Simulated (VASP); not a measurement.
Wanted: the native input for a VASP 6.6.1 run.

| Quantity | Value |
| --- | --- |
| Task | relaxation of cell and atoms |
| Functional | PBE |
| Potentials or basis | VASP PAW PBE potentials, release 64 (Cr_pv, Si, B) |
| Cutoff | 600 eV |
| k mesh | 6 × 6 × 6 |
| Occupations | gaussian, width 0.1 eV |
| Spin | collinear spin, ferromagnetic start |
| Starting moments | [3.0, 0.0, 0.0, 0.0, 0.0] μB |
| Dipole correction | no |
| Further INCAR settings | ALGO = Normal; EDIFF = 1e-07; IBRION = 2; EDIFFG = -0.04; NSW = 90; ISIF = 3 |

The structure of CrSiB3 lies in POSCAR:

```
CrSiB3
1.0
    3.7305706200      0.0000000000      0.0000000000
    0.0000000000      3.7305706200      0.0000000000
    0.0000000000      0.0000000000      3.7305706200
Cr Si B
1 1 3
Direct
    0.5000000000      0.5000000000      0.5000000000
    0.0000000000      0.0000000000      0.0000000000
    0.5000000000      0.0000000000      0.0000000000
    0.0000000000      0.5000000000      0.0000000000
    0.0000000000      0.0000000000      0.5000000000
```

The cell was built from a structure type or drawn by symmetry, and may not be a known phase.

These files were run (other wordings do the same):

INCAR

```
  ALGO = Normal
  EDIFF = 1E-7
  EDIFFG = -0.04
  ENCUT = 600
  GGA = PE
  IBRION = 2
  ISIF = 3
  ISMEAR = 0
  ISPIN = 2
  LASPH = T
  LCHARG = F
  LMAXMIX = 4
  LORBIT = 11
  LREAL = F
  LWAVE = F
  MAGMOM = 3 0 0 0 0
  NELM = 150
  NSW = 90
  PREC = Accurate
  SIGMA = 0.1
```

KPOINTS

```
k-points
0
Gamma
  6 6 6
```

Potentials or basis: VASP PAW PBE potentials, release 64 (Cr_pv, Si, B).

Launch:

```console
$ cat potpaw_PBE.64/Cr_pv/POTCAR potpaw_PBE.64/Si/POTCAR potpaw_PBE.64/B/POTCAR > POTCAR
$ mpirun -np 1 vasp_std > vasp.out
```

It gave:

```
Relaxed volume                                        : 11.54 Å³/atom
Relaxed cell                                          : a = 3.864 Å, b = 3.864 Å, c = 3.864 Å, α = 90.00°, β = 90.00°, γ = 90.00°
Space group after relaxing (to 0.1 Å)                 : Pm-3m (No. 221)
Energy gained by relaxing                             : 49.4 meV/atom
Ionic steps                                           : 3
Pressure after relaxing                               : 0.2 GPa
Net moment                                            : 0.43 μB per cell
Site moments                                          : Cr +0.46; Si +0.04; B -0.01 μB
Valence electrons inside the program's atomic spheres : Cr 10.37; Si 1.81; B 1.73
```

Caveat: a cell with one magnetic atom can't hold antiferromagnetic order, which such compounds often take.

It took 9.6 min on 1 thread of Intel(R) Xeon(R) Platinum 8259CL CPU @ 2.50GHz (Skylake/Cascade Lake), with other jobs on the host, peak memory 0.22 GiB.
